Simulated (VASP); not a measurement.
# Mg5ZnO6 (P-3m1) in VASP: relaxation of cell and atoms with PBE

Aim: the relaxation of cell and atoms of Mg5ZnO6 with PBE.

Program: VASP 6.6.1. These are calculated values, not measurements. Logs are shortened: lines on timing, memory, paths and dates and some standing lists are left out, and cuts for length are marked.

## Step 1: The cell of the first run

The structure is trigonal, space group P-3m1 (No. 164). Conventional cell: a = 3.019 Å, b = 3.019 Å, c = 14.767 Å, α = 90.00°, β = 90.00°, γ = 120.00°. Within 2.8 Å of Mg (site symmetry 3m) lie 6 O at 2.11 to 2.13 Å. Mg (site symmetry 3m) has 6 O at 2.13 Å within 2.8 Å. Mg (site symmetry -3m) has 6 O at 2.13 Å within 2.8 Å. Zn (site symmetry -3m) has 6 O at 2.16 Å within 2.9 Å. O (site symmetry 3m) has 3 Mg at 2.11 Å and 3 Zn at 2.16 Å within 2.8 Å. Within 2.8 Å of O (site symmetry 3m) lie 6 Mg at 2.13 Å. Within 2.8 Å of O (site symmetry 3m) lie 6 Mg at 2.13 Å.

## Step 2: Relaxation of cell and atoms, PBE

File INCAR:

```
SYSTEM = Mg5ZnO6
PREC = Accurate
ENCUT = 600
EDIFF = 1E-6
ISMEAR = 0
SIGMA = 0.01
LREAL = .False.
LASPH = .True.
NELM = 80
ALGO = Normal
ISIF = 3
LWAVE = .False.
LCHARG = .False.
GGA = PE
IBRION = 2
NSW = 80
EDIFFG = -0.001
```

File KPOINTS:

```
regular mesh
0
Gamma
  12 12 2
  0 0 0
```

File POSCAR:

```
Mg5ZnO6
1.0
    3.0187913742      0.0000000000      0.0000000000
   -1.5093956871      2.6143500188      0.0000000000
    0.0000000000      0.0000000000     14.7673278216
Mg Zn O
5 1 6
Direct
    0.3333333333      0.6666666667      0.8323042667
    0.6666666667      0.3333333333      0.1676957333
    0.3333333333      0.6666666667      0.3338966698
    0.0000000000      0.0000000000      0.5000000000
    0.6666666667      0.3333333333      0.6661033302
    0.0000000000      0.0000000000      0.0000000000
    0.6666666667      0.3333333333      0.9133950012
    0.3333333333      0.6666666667      0.0866049988
    0.0000000000      0.0000000000      0.2508633090
    0.6666666667      0.3333333333      0.4169515992
    0.3333333333      0.6666666667      0.5830484008
    0.0000000000      0.0000000000      0.7491366910
```

Potentials or basis: VASP PAW PBE potentials, release 64 (Mg, Zn, O).

On the command line:

```bash
> cat potpaw_PBE.64/Mg/POTCAR potpaw_PBE.64/Zn/POTCAR potpaw_PBE.64/O/POTCAR > POTCAR
> mpirun -np 1 vasp_std > vasp.out
```

OUTCAR:

```text
SYSTEM = Mg5ZnO6
   PREC = Accurate
   ENCUT = 600
   EDIFF = 1E-6
   ISMEAR = 0
   LREAL = .False.
   LASPH = .True.
   NELM = 80
   ISIF = 3
   GGA = PE
   IBRION = 2
   NSW = 80
   EDIFFG = -0.001

 ion  position               nearest neighbor table
   1  0.333  0.667  0.832-   7 2.11   7 2.11   7 2.11  12 2.13  12 2.13  12 2.13   5 3.01   5 3.01
                             5 3.01   6 3.03   6 3.03   6 3.03
   2  0.667  0.333  0.168-   8 2.11   8 2.11   8 2.11   9 2.13   9 2.13   9 2.13   3 3.01   3 3.01
                             3 3.01   6 3.03   6 3.03   6 3.03
   3  0.333  0.667  0.334-   9 2.13   9 2.13   9 2.13  10 2.13  10 2.13  10 2.13   4 3.01   4 3.01
                             4 3.01   2 3.01   2 3.01   2 3.01
   4  0.000  0.000  0.500-  10 2.13  11 2.13  10 2.13  11 2.13  10 2.13  11 2.13   3 3.01   5 3.01
                             3 3.01   5 3.01   5 3.01   3 3.01
   5  0.667  0.333  0.666-  12 2.13  12 2.13  12 2.13  11 2.13  11 2.13  11 2.13   4 3.01   4 3.01
                             4 3.01   1 3.01   1 3.01   1 3.01
   6  0.000  0.000  0.000-   7 2.16   8 2.16   7 2.16   8 2.16   7 2.16   8 2.16   1 3.03   2 3.03
                             1 3.03   2 3.03   2 3.03   1 3.03
   7  0.667  0.333  0.913-   1 2.11   1 2.11   1 2.11   6 2.16   6 2.16   6 2.16
   8  0.333  0.667  0.087-   2 2.11   2 2.11   2 2.11   6 2.16   6 2.16   6 2.16
   9  0.000  0.000  0.251-   3 2.13   3 2.13   3 2.13   2 2.13   2 2.13   2 2.13
  10  0.667  0.333  0.417-   4 2.13   4 2.13   4 2.13   3 2.13   3 2.13   3 2.13
  11  0.333  0.667  0.583-   4 2.13   4 2.13   4 2.13   5 2.13   5 2.13   5 2.13
  12  0.000  0.000  0.749-   5 2.13   5 2.13   5 2.13   1 2.13   1 2.13   1 2.13

  LATTYP: Found a hexagonal cell.
 ALAT       =     3.0187913742
 C/A-ratio  =     4.8918013838

  Lattice vectors:

 A1 = (   3.0187913742,   0.0000000000,   0.0000000000)
 A2 = (  -1.5093956871,   2.6143500188,   0.0000000000)
 A3 = (   0.0000000000,   0.0000000000,  14.7673278216)

Analysis of symmetry for initial positions (statically):
=====================================================================
 Subroutine PRICEL returns:
 Original cell was already a primitive cell.

 Routine SETGRP: Setting up the symmetry group for a
 hexagonal supercell.

 Subroutine GETGRP returns: Found 12 space group operations
 (whereof 12 operations were pure point group operations)
 out of a pool of 24 trial point group operations.

The static configuration has the point symmetry D_3d.

Analysis of symmetry for dynamics (positions and initial velocities):
=====================================================================
 Subroutine PRICEL returns:
[... 153 lines left out ...]
   LORBIT       =      0    0 simple, 1 ext, 2 COOP (PROOUT), +10 PAW based schemes
   GGA     = PE    functional components
   LHFCALC =     F    Hartree Fock is set to
   AEXX    =    0.0000 exact exchange contribution
   IVDW    =     0    specifies the selected vdW correction
   LEPSILON=     F    determine dielectric tensor
   LRPA    =     F    only Hartree local field effects (RPA)
 conjugate gradient relaxation of ions
 non-spin polarized calculation
 Gauss-broadening in eV      SIGMA  =   0.01
  energy-cutoff  :      600.00
  volume of cell :      116.55
 maximum number of plane-waves:      3948
   NGX = 13   NGY = 13   NGZ = 59

--------------------------------------- Ionic step        1  -------------------------------------------

 number of electron      58.0000019 magnetization

 Free energy of the ion-electron system (eV)
  ---------------------------------------------------
  ext. energy  EPLUGINS =         0.00000000
  ---------------------------------------------------
  free energy    TOTEN  =       -68.21342366 eV

  energy without entropy =      -68.21342366  energy(sigma->0) =      -68.21342366

------------------------ aborting loop because EDIFF is reached ----------------------------------------

  FORCE on cell =-STRESS in cart. coord.  units (eV):
  Direction    XX          YY          ZZ          XY          YZ          ZX
  --------------------------------------------------------------------------------------
  -------------------------------------------------------------------------------------
  Total       -0.5119971     -0.5119971     -0.4842523     -0.0000000      0.0000000     -0.0000000
  in kB       -7.0384877     -7.0384877     -6.6570766     -0.0000000      0.0000000     -0.0000000
  external PRESSURE =      -6.9113507 kB  Pullay stress =       0.0000000 kB
[... 119 lines left out ...]
  FREE ENERGIE OF THE ION-ELECTRON SYSTEM (eV)
  ---------------------------------------------------
  free  energy   TOTEN  =       -68.2148314407 eV

  energy  without entropy=      -68.2148314407  energy(sigma->0) =      -68.21483144

[... ionic steps 4 to 8 ...]

--------------------------------------- Ionic step        9  -------------------------------------------

 number of electron      58.0000014 magnetization

------------------------ aborting loop because EDIFF is reached ----------------------------------------
[... 87 lines left out ...]
--------------------------------------- Ionic step       11  -------------------------------------------

 number of electron      58.0000014 magnetization

 Free energy of the ion-electron system (eV)
  ---------------------------------------------------
  ext. energy  EPLUGINS =         0.00000000
  ---------------------------------------------------
  free energy    TOTEN  =       -68.21512341 eV

  energy without entropy =      -68.21512341  energy(sigma->0) =      -68.21512341

 E-fermi :   3.0806     XC(G=0): -11.1604

 val. band max:        3.0380861977   @ k =   0.0000   0.0000   0.5000
 cond. band min:       6.3427839594   @ k =   0.0000   0.0000   0.0000
 fundamental gap:      3.3046977617
 Fermi energy:         3.0805565230

 k-point     1 :       0.0000    0.0000    0.0000
  band No.  band energies     occupation
      1     -14.5085      2.00000
      2     -14.1573      2.00000
      3     -14.1426      2.00000
      4     -13.6152      2.00000
      5     -13.4863      2.00000
      6     -13.1655      2.00000
[... 925 lines left out ...]
     35      12.7085      0.00000
     36      12.8982      0.00000

 [... further k-points ...]

------------------------ aborting loop because EDIFF is reached ----------------------------------------

  FORCE on cell =-STRESS in cart. coord.  units (eV):
  Direction    XX          YY          ZZ          XY          YZ          ZX
  --------------------------------------------------------------------------------------
  -------------------------------------------------------------------------------------
  Total        0.0009996      0.0009996      0.0049137      0.0000000      0.0000000      0.0000000
  in kB        0.0138058      0.0138058      0.0678625      0.0000000      0.0000000      0.0000000
  external PRESSURE =       0.0318247 kB  Pullay stress =       0.0000000 kB
[... 27 lines left out ...]
  FREE ENERGIE OF THE ION-ELECTRON SYSTEM (eV)
  ---------------------------------------------------
  free  energy   TOTEN  =       -68.2151234059 eV

  energy  without entropy=      -68.2151234059  energy(sigma->0) =      -68.21512341

 reached required accuracy - stopping structural energy minimisation
```

Run time: 15 min. Hardware: 1 thread of Intel Xeon 6975P-C (Granite Rapids), shared host; peak memory 0.37 GiB.

Results:

| Property | Result |
| --- | --- |
| Free energy | -68.2151 eV |
| Relaxed volume | 9.67 Å³/atom |
| Relaxed cell | a = 3.014 Å, b = 3.014 Å, c = 14.748 Å, α = 90.00°, β = 90.00°, γ = 120.00° |
| Space group after relaxing (to 0.1 Å) | P-3m1 (No. 164) |
| Energy gained by relaxing | 0.1 meV/atom |
| Ionic steps | 11 |
| Pressure after relaxing | 0.0 GPa |
| Band gap on the k mesh | 3.30 eV |

The path:
```csv
step,energy change (eV),largest force (eV/Å),pressure (GPa),volume (Å³)
1,0.0000,0.0704,-0.69,116.55
2,-0.0013,0.0288,0.27,115.84
3,-0.0014,0.0348,0.05,115.99
4,-0.0015,0.0159,0.02,116.00
5,-0.0016,0.0207,-0.01,116.02
6,-0.0016,0.0101,-0.01,116.02
7,-0.0017,0.0172,0.00,116.02
8,-0.0017,0.0090,0.01,116.01
9,-0.0017,0.0097,0.00,116.01
10,-0.0017,0.0018,0.01,116.01
11,-0.0017,0.0004,0.00,116.01
```

Final structure:
```
CELL_PARAMETERS angstrom
3.01377 0.00000 0.00000
-1.50688 2.61000 0.00000
0.00000 0.00000 14.74814
ATOMIC_POSITIONS crystal
Mg 0.33333 0.66667 0.83197
Mg 0.66667 0.33333 0.16803
Mg 0.33333 0.66667 0.33407
Mg 0.00000 0.00000 0.50000
Mg 0.66667 0.33333 0.66593
Zn 0.00000 0.00000 0.00000
O 0.66667 0.33333 0.91290
O 0.33333 0.66667 0.08710
O 0.00000 0.00000 0.25112
O 0.66667 0.33333 0.41704
O 0.33333 0.66667 0.58296
O 0.00000 0.00000 0.74888
```

Levels at points of the mesh, in eV from the valence-band top:
```
           k point  band 27  band 28  band 29  band 30  band 31  band 32
(0.00, 0.00, 0.00)    -0.31     0.00     0.00     3.30     5.06     5.46
(0.50, 0.00, 0.00)    -0.97    -0.38    -0.30     6.61     6.94     8.14
(0.00, 0.00, 0.50)    -0.35     0.00     0.00     3.46     4.60     6.18
(0.50, 0.00, 0.50)    -0.94    -0.44    -0.30     6.61     7.04     7.82
```

A k mesh can miss the band edges.
